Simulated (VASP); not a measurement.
Input of a VASP 6.6.1 run:

The input INCAR:

```
PREC = Accurate
ENCUT = 520
EDIFF = 1E-7
ISMEAR = -1
SIGMA = 0.03
LREAL = False
LASPH = True
NELM = 60
ALGO = Normal
ISIF = 2
LWAVE = False
LCHARG = False
GGA = PE
NBANDS = 10
```

KPOINTS

```
regular mesh
0
Gamma
  14 14 14
```

The input POSCAR:

```
Re
1.0
    0.0000000000      1.9880798514      1.9880798514
    1.9880798514      0.0000000000      1.9880798514
    1.9880798514      1.9880798514      0.0000000000
Re
1
Direct
    0.0000000000      0.0000000000      0.0000000000
```

Potentials or basis: VASP PAW PBE potentials, release 64 (Re).

Run with:

```console
$ cat potpaw_PBE.64/Re/POTCAR > POTCAR
$ mpirun -np 1 vasp_std > vasp.out
```

Q: What does it give for the pressure?

A: -16.0 GPa.
